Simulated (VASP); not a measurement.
# CdTe (F-43m) in VASP: notebook

Runs on CdTe. Level: BLYP. Tasks: single point.

Program: VASP 6.6.1. These are calculated values, not measurements. Logs are shortened: lines on timing, memory, paths and dates and some standing lists are left out, and cuts for length are marked.

### 1 The cell of the first run

Symmetry: F-43m, No. 216, cubic system. Conventional cell: a = 6.507 Å, b = 6.507 Å, c = 6.507 Å, α = 90.00°, β = 90.00°, γ = 90.00°. Within 3.7 Å of Cd (site symmetry -43m) lie 4 Te at 2.82 Å. Te (site symmetry -43m) has 4 Cd at 2.82 Å within 3.7 Å.

### 2 Single point, BLYP (34.44 Å³/atom)

Contents of INCAR:

```
SYSTEM = CdTe
PREC     = Accurate       ! precision mode
ENCUT    = 500            ! plane-wave cutoff, eV
EDIFF    = 1E-6           ! SCF threshold, eV
ISMEAR   = 0              ! smearing method
SIGMA    = 0.05           ! smearing width, eV
LREAL    = .FALSE.        ! projectors in reciprocal space
LASPH    = .TRUE.         ! aspherical terms in the spheres
NELM     = 120            ! most SCF steps
ALGO     = Normal         ! electronic algorithm
ISIF     = 2              ! what is computed and relaxed
LWAVE    = .FALSE.        ! write WAVECAR
LCHARG   = .FALSE.        ! write CHGCAR
GGA      = B5             ! functional
ALDAX    = 1.0          
AGGAX    = 1.0          
AGGAC    = 1.0          
ALDAC    = 0.0          
NBANDS   = 16             ! bands
GGA_COMPAT= .FALSE.
```

Contents of KPOINTS:

```
Automatic mesh
0
G
  6 6 6
  0 0 0
```

Contents of POSCAR:

```
CdTe
1.0
    0.0000000000      3.2536371309      3.2536371309
    3.2536371309      0.0000000000      3.2536371309
    3.2536371309      3.2536371309      0.0000000000
Cd Te
1 1
Direct
    0.0000000000      0.0000000000      0.0000000000
    0.2500000000      0.2500000000      0.2500000000
```

Potentials or basis: VASP PAW PBE potentials, release 64 (Cd, Te).

Command:

```bash
$ cat potpaw_PBE.64/Cd/POTCAR potpaw_PBE.64/Te/POTCAR > POTCAR
$ mpirun -np 1 vasp_std > vasp.out
```

OUTCAR:

```text
SYSTEM = CdTe
   PREC = Accurate
   ENCUT = 500
   EDIFF = 1E-6
   ISMEAR = 0
   LREAL = .FALSE.
   LASPH = .TRUE.
   NELM = 120
   ISIF = 2
   GGA = B5

 ion  position               nearest neighbor table
   1  0.000  0.000  0.000-   2 2.82   2 2.82   2 2.82   2 2.82
   2  0.250  0.250  0.250-   1 2.82   1 2.82   1 2.82   1 2.82

  LATTYP: Found a face centered cubic cell.
 ALAT       =     6.5072742618

  Lattice vectors:

 A1 = (   0.0000000000,   3.2536371309,   3.2536371309)
 A2 = (   3.2536371309,   0.0000000000,   3.2536371309)
 A3 = (   3.2536371309,   3.2536371309,   0.0000000000)

Analysis of symmetry for initial positions (statically):
=====================================================================
 Subroutine PRICEL returns:
 Original cell was already a primitive cell.

 Routine SETGRP: Setting up the symmetry group for a
 face centered cubic supercell.

 Subroutine GETGRP returns: Found 24 space group operations
 (whereof 24 operations were pure point group operations)
 out of a pool of 48 trial point group operations.

The static configuration has the point symmetry T_d .

Analysis of symmetry for dynamics (positions and initial velocities):
=====================================================================
 Subroutine PRICEL returns:
 Original cell was already a primitive cell.

 Routine SETGRP: Setting up the symmetry group for a
 face centered cubic supercell.

 Subroutine GETGRP returns: Found 24 space group operations
 (whereof 24 operations were pure point group operations)
 out of a pool of 48 trial point group operations.

The dynamic configuration has the point symmetry T_d .

 Subroutine INISYM returns: Found 24 space group operations
 (whereof 24 operations are pure point group operations),
 and found     1 'primitive' translations

----------------------------------------------------------------------------------------

                                     Primitive cell

  volume of cell :      68.8870

  direct lattice vectors                    reciprocal lattice vectors
     0.000000000  3.253637131  3.253637131    -0.153674174  0.153674174  0.153674174
     3.253637131  0.000000000  3.253637131     0.153674174 -0.153674174  0.153674174
     3.253637131  3.253637131  0.000000000     0.153674174  0.153674174 -0.153674174

  length of vectors
     4.601337758  4.601337758  4.601337758     0.266171478  0.266171478  0.266171478

  position of ions in fractional coordinates (direct lattice)
     0.000000000  0.000000000  0.000000000
     0.250000000  0.250000000  0.250000000

  ion indices of the primitive-cell ions
   primitive index   ion index
                 1           1
                 2           2

----------------------------------------------------------------------------------------

 KPOINTS: Automatic mesh

Automatic generation of k-mesh.
 Grid dimensions read from file:
 generate k-points for:    6    6    6

 Generating k-lattice:

  Cartesian coordinates                     Fractional coordinates (reciprocal lattice)
    -0.025612362  0.025612362  0.025612362     0.166666667  0.000000000  0.000000000
     0.025612362 -0.025612362  0.025612362     0.000000000  0.166666667  0.000000000
     0.025612362  0.025612362 -0.025612362     0.000000000  0.000000000  0.166666667

  Length of vectors
     0.044361913  0.044361913  0.044361913

  Shift w.r.t. Gamma in fractional coordinates (k-lattice)
     0.000000000  0.000000000  0.000000000

 Subroutine IBZKPT returns following result:
 ===========================================

 Found     16 irreducible k-points:

 Following reciprocal coordinates:
            Coordinates               Weight
  0.000000  0.000000  0.000000      1.000000
  0.166667  0.000000  0.000000      8.000000
  0.333333  0.000000  0.000000      8.000000
  0.500000  0.000000  0.000000      4.000000
  0.166667  0.166667  0.000000      6.000000
  0.333333  0.166667  0.000000     24.000000
[... 8 lines left out ...]
 -0.333333  0.333333  0.166667     24.000000
 -0.333333  0.500000  0.166667     12.000000
   k-points           NKPTS =     16   k-points in BZ     NKDIM =     16   number of bands    NBANDS=     16
   number of dos      NEDOS =    301   number of ions     NIONS =      2
   total plane-waves  NPLWV =  46656
   dimension x,y,z NGX =    36 NGY =   36 NGZ =   36
   dimension x,y,z NGXF=    72 NGYF=   72 NGZF=   72
   ions per type =               1   1
   NGX,Y,Z   is equivalent  to a cutoff of  13.01, 13.01, 13.01 a.u.
   NGXF,Y,Z  is equivalent  to a cutoff of  26.01, 26.01, 26.01 a.u.
 SYSTEM =  CdTe
   PREC   = accura    normal or accurate (medium, high low for compatibility)
   ISTART =      0    job   : 0-new  1-cont  2-samecut
   ICHARG =      2    charge: 1-file 2-atom 10-const
   ISPIN  =      1    spin polarized calculation?
   LNONCOLLINEAR =      F non collinear calculations
   LSORBIT =      F    spin-orbit coupling
   LASPH  =      T    aspherical Exc in radial PAW
   ENCUT  =  500.0 eV  36.75 Ry    6.06 a.u.   8.39  8.39  8.39*2*pi/ulx,y,z
   NELM   =    120;   NELMIN=  2; NELMDL= -5     # of ELM steps
   EDIFF  = 0.1E-05   stopping-criterion for ELM
   LREAL  =      F    real-space projection
   EDIFFG = 0.1E-04   stopping-criterion for IOM
   NSW    =      0    number of steps for IOM
   IBRION =     -1    ionic relax: 0-MD 1-quasi-New 2-CG
   NFREE  =      0    steps in history (QN), initial steepest desc. (CG)
   ISIF   =      2    stress and relaxation
   ISYM   =      2    0-nonsym 1-usesym 2-fastsym
   POTIM  = 0.5000    time-step for ionic-motion
   TEBEG  =    0.0;   TEEND  =   0.0 temperature during run
   PSTRESS=    0.0 pullay stress
   NELECT =      18.0000    total number of electrons
   NUPDOWN=      -1.0000    fix difference up-down
   EMIN   =  10.00;   EMAX   =-10.00  energy-range for DOS
   EFERMI =   0.00;   METHOD = LEGACY
   ISMEAR =     0;   SIGMA  =   0.05  broadening in eV -4-tet -1-fermi 0-gaus
   EFERMI_NEDOS =   21; number of points for ismear=-14 and -15
   IALGO  =     38    algorithm
   IMIX   =      4    mixing-type and parameters
     AMIX     =   0.40;   BMIX     =  1.00
     AMIX_MAG =   1.60;   BMIX_MAG =  1.00
  volume/ion in A,a.u.               =      34.44       232.44
  Fermi-wavevector in a.u.,A,eV,Ry     =   1.046614  1.977814 14.903834  1.095401
  Thomas-Fermi vector in A             =   2.181460
   LORBIT       =      0    0 simple, 1 ext, 2 COOP (PROOUT), +10 PAW based schemes
   GGA     = B5    functional components
   LHFCALC =     F    Hartree Fock is set to
   AEXX    =    0.0000 exact exchange contribution
   IVDW    =     0    specifies the selected vdW correction
   LEPSILON=     F    determine dielectric tensor
   LRPA    =     F    only Hartree local field effects (RPA)
 non-spin polarized calculation
 Gauss-broadening in eV      SIGMA  =   0.05
  energy-cutoff  :      500.00
  volume of cell :       68.89
 maximum number of plane-waves:      1807
 NGX is ok and might be reduce to    36
   NGX = 17   NGY = 17   NGZ = 17

 number of electron      17.9999999 magnetization

 Free energy of the ion-electron system (eV)
  ---------------------------------------------------
  ext. energy  EPLUGINS =         0.00000000
  ---------------------------------------------------
  free energy    TOTEN  =        -3.70791083 eV

  energy without entropy =       -3.70791083  energy(sigma->0) =       -3.70791083

 E-fermi :   2.9051     XC(G=0):  -8.0254

 val. band max:        2.6543078921   @ k =   0.0000   0.0000   0.0000
 cond. band min:       3.3262273871   @ k =   0.0000   0.0000   0.0000
 fundamental gap:      0.6719194951
 Fermi energy:         2.9050887156

 k-point     1 :       0.0000    0.0000    0.0000
  band No.  band energies     occupation
      1      -8.4657      2.00000
      2      -5.6581      2.00000
      3      -5.6581      2.00000
      4      -5.6581      2.00000
      5      -5.4102      2.00000
      6      -5.4102      2.00000
[... 8 lines left out ...]
     15      12.0944      0.00000
     16      12.0944      0.00000

 k-point     2 :       0.1667    0.0000    0.0000
  band No.  band energies     occupation
      1      -8.3710      2.00000
      2      -5.6404      2.00000
      3      -5.6404      2.00000
      4      -5.5749      2.00000
      5      -5.4113      2.00000
      6      -5.4113      2.00000
[... 8 lines left out ...]
     15      11.2399      0.00000
     16      11.2399      0.00000

 k-point     3 :       0.3333    0.0000    0.0000
  band No.  band energies     occupation
      1      -8.1829      2.00000
      2      -5.6098      2.00000
      3      -5.6098      2.00000
      4      -5.4075      2.00000
      5      -5.4075      2.00000
      6      -5.3024      2.00000
[... 8 lines left out ...]
     15      11.6286      0.00000
     16      11.6286      0.00000

 k-point     4 :       0.5000    0.0000    0.0000
  band No.  band energies     occupation
      1      -8.0915      2.00000
      2      -5.5978      2.00000
      3      -5.5978      2.00000
      4      -5.4017      2.00000
      5      -5.4017      2.00000
      6      -5.0666      2.00000
[... 8 lines left out ...]
     15      13.0227      0.00000
     16      13.0227      0.00000
[... 172 lines left out ...]
 k-point    14 :       0.5000    0.3333    0.1667
  band No.  band energies     occupation
      1      -8.0645      2.00000
      2      -5.5674      2.00000
      3      -5.5594      2.00000
      4      -5.4482      2.00000
      5      -5.3982      2.00000
      6      -5.0960      2.00000
[... 8 lines left out ...]
     15      12.9703      0.00000
     16      14.0797      0.00000

 k-point    15 :      -0.3333    0.3333    0.1667
  band No.  band energies     occupation
      1      -8.0072      2.00000
      2      -5.5598      2.00000
      3      -5.5457      2.00000
      4      -5.4331      2.00000
      5      -5.4071      2.00000
      6      -4.9187      2.00000
[... 8 lines left out ...]
     15      13.2092      0.00000
     16      13.8617      0.00000

 k-point    16 :      -0.3333    0.5000    0.1667
  band No.  band energies     occupation
      1      -7.9791      2.00000
      2      -5.5331      2.00000
      3      -5.5315      2.00000
      4      -5.4549      2.00000
      5      -5.3979      2.00000
      6      -4.8723      2.00000
[... 8 lines left out ...]
     15      13.7355      0.00000
     16      14.0962      0.00000

------------------------ aborting loop because EDIFF is reached ----------------------------------------

  FORCE on cell =-STRESS in cart. coord.  units (eV):
  Direction    XX          YY          ZZ          XY          YZ          ZX
  --------------------------------------------------------------------------------------
  -------------------------------------------------------------------------------------
  Total        2.0450885      2.0450885      2.0450885      0.0000000     -0.0000000      0.0000000
  in kB       47.5647629     47.5647629     47.5647629      0.0000000     -0.0000000      0.0000000
  external PRESSURE =      47.5647629 kB  Pullay stress =       0.0000000 kB

 VOLUME and BASIS-vectors are now :
 -----------------------------------------------------------------------------
  energy-cutoff  :      500.00
  volume of cell :       68.89
      direct lattice vectors                 reciprocal lattice vectors
     0.000000000  3.253637131  3.253637131    -0.153674174  0.153674174  0.153674174
     3.253637131  0.000000000  3.253637131     0.153674174 -0.153674174  0.153674174
     3.253637131  3.253637131  0.000000000     0.153674174  0.153674174 -0.153674174

 POSITION                                       TOTAL-FORCE (eV/Angst)
 -----------------------------------------------------------------------------------
      0.00000      0.00000      0.00000         0.000000     -0.000000      0.000000
      1.62682      1.62682      1.62682        -0.000000      0.000000     -0.000000
 -----------------------------------------------------------------------------------
    total drift:                                0.000000      0.000000      0.000000

  FREE ENERGIE OF THE ION-ELECTRON SYSTEM (eV)
  ---------------------------------------------------
  free  energy   TOTEN  =        -3.7079108289 eV

  energy  without entropy=       -3.7079108289  energy(sigma->0) =       -3.70791083
```

Wall time 24 s (1 thread of Intel Xeon Platinum 8488C (Sapphire Rapids), shared host); peak memory 0.21 GiB.

Results:

```yaml
Free_energy: -3.7079 eV
Pressure: 4.8 GPa
Band_gap_on_the_k_mesh: 0.67 eV
```

Caveat: the cell stands under pressure; the PAW data sets were made with another functional, which shifts forces and pressure a little; spin-orbit coupling is left out, which moves the levels of the heavy elements.

(Continued in part 2 of 2.)
